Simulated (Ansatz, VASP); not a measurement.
# Two plane-wave programs on Sn

The input INCAR:

```
SYSTEM = Sn
  ALGO = Normal
  EDIFF = 1E-7
  EDIFFG = -0.002
  ENCUT = 500
  GGA = PE
  GGA_COMPAT = .FALSE.
  IBRION = 2
  ISIF = 3
  ISMEAR = 1
  LASPH = .TRUE.
  LCHARG = .FALSE.
  LREAL = .FALSE.
  LWAVE = .FALSE.
  NELM = 120
  NELMIN = 4
  NSW = 100
  PREC = Accurate
  SIGMA = 0.2
```

Contents of KPOINTS:

```
k-points
0
G
  12 12 12
  0 0 0
```

The input POSCAR:

```
Sn
1.0
    0.0000000000      3.2333428000      3.2333428000
    3.2333428000      0.0000000000      3.2333428000
    3.2333428000      3.2333428000      0.0000000000
Sn
2
Direct
    0.0000000000      0.0000000000      0.0000000000
    0.2500000000      0.2500000000      0.2500000000
```

Input for Ansatz:

```yaml
crystal:
  lattice:
    - [0.0, 3.2333428, 3.2333428]
    - [3.2333428, 0.0, 3.2333428]
    - [3.2333428, 3.2333428, 0.0]
  atoms:
    - { symbol: Sn, position: [0.0, 0.0, 0.0] }
    - { symbol: Sn, position: [0.25, 0.25, 0.25] }
basis:
  ecutwfc: 420
kpoints:
  mp_grid: { grid: [12, 12, 12] }
hamiltonian:
  xc: pbe
  pseudopotentials: { kind: paw }
scf:
  occupations: { method: methfessel_paxton, width: 0.2 }
output:
  forces: true
  stress: true
  eigenvalues: true
  write_density: true
  write_potential: true
  elf: true
  volumetric_format: npy
relax:
  adjacent_minimum: "off"
  f_tol: 0.002
  max_steps: 80
  cell: { stress_tol: 0.02 }
```

Alike in both runs: task relaxation of cell and atoms; functional PBE; k mesh 12 × 12 × 12; occupations methfessel-paxton of order 1, width 0.2 eV; no spin polarisation.

|  | VASP | Ansatz |
| --- | --- | --- |
| version | VASP 6.6.1 | Ansatz 0.2.0 |
| potentials or method | VASP PAW PBE potentials, release 64 (Sn_d), cutoff 500 eV | scalar-relativistic, plane waves, PAW |
| valence electrons in the cell | 28 | 28 |

Ansatz gave:

| Quantity | Value |
| --- | --- |
| gap on the k mesh at the Fermi level, each at its own relaxed structure (eV) | none |
| relaxed volume (Å³/atom) | 36.85 |
| relaxed cell length with the largest relative difference (Å) | 4.706 |

**Question.** Estimate VASP's values.

**Answer.** gap on the k mesh at the Fermi level, each at its own relaxed structure (eV): none; relaxed volume (Å³/atom): 36.83; relaxed cell length with the largest relative difference (Å): 4.705.

A gap of «none» marks a metal or a gap that the smearing closes.
